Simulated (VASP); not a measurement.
Wanted: the native input for a VASP 6.6.1 run.

```yaml
Task: single point
Functional: PBE
Potentials_or_basis: VASP PAW PBE potentials, release 64 (Si, Sb, Se)
Cutoff: 520 eV
k_mesh: 3 × 3 × 6
Occupations: gaussian, width 0.1 eV
Spin: no spin polarisation
Dipole_correction: no
Further_INCAR_settings: ALGO = Normal; EDIFF = 1e-06; NBANDS = 20
```

The structure of Si2Sb2Se lies in POSCAR:

```
Si2Sb2Se
1.0
    4.9702751510      0.0000000021      0.0000000000
   -2.4851375773      4.3043845435      0.0000000000
    0.0000000000      0.0000000000      5.7225446707
Si Sb Se
2 2 1
Direct
    0.3333333333      0.6666666667      0.0000000000
    0.6666666667      0.3333333333      0.0000000000
    0.3333333333      0.6666666667      0.5000000000
    0.6666666667      0.3333333333      0.5000000000
    0.0000000000      0.0000000000      0.0000000000
```

The input as run:

INCAR

```
PREC = Accurate
ENCUT = 520
EDIFF = 1E-6
ISMEAR = 0
SIGMA = 0.1
LREAL = False
LASPH = True
NELM = 80
ALGO = Normal
ISIF = 2
LWAVE = False
LCHARG = True
GGA = PE
LELF = True
LVHAR = True
NBANDS = 20
```

KPOINTS

```
regular mesh
0
Gamma
  3 3 6
```

Potentials or basis: VASP PAW PBE potentials, release 64 (Si, Sb, Se).

Run with:

```bash
$ cat potpaw_PBE.64/Si/POTCAR potpaw_PBE.64/Sb/POTCAR potpaw_PBE.64/Se/POTCAR > POTCAR
$ mpirun -np 1 vasp_std > vasp.out
```

Results of the run:

| Quantity | Value |
| --- | --- |
| Pressure | 0.1 GPa |
| Band gap on the k mesh | zero (band 12 reaches 6.62 eV, above the bottom of band 13 at 5.17 eV) |

Caveat: the k points lie up to 0.49 Å⁻¹ apart; spin-orbit coupling is left out, which moves the levels of the heavy elements.

Wall time 32 s on 1 thread of Intel(R) Xeon(R) Platinum 8259CL CPU @ 2.50GHz (Skylake/Cascade Lake) (shared host), peak memory 0.26 GiB.
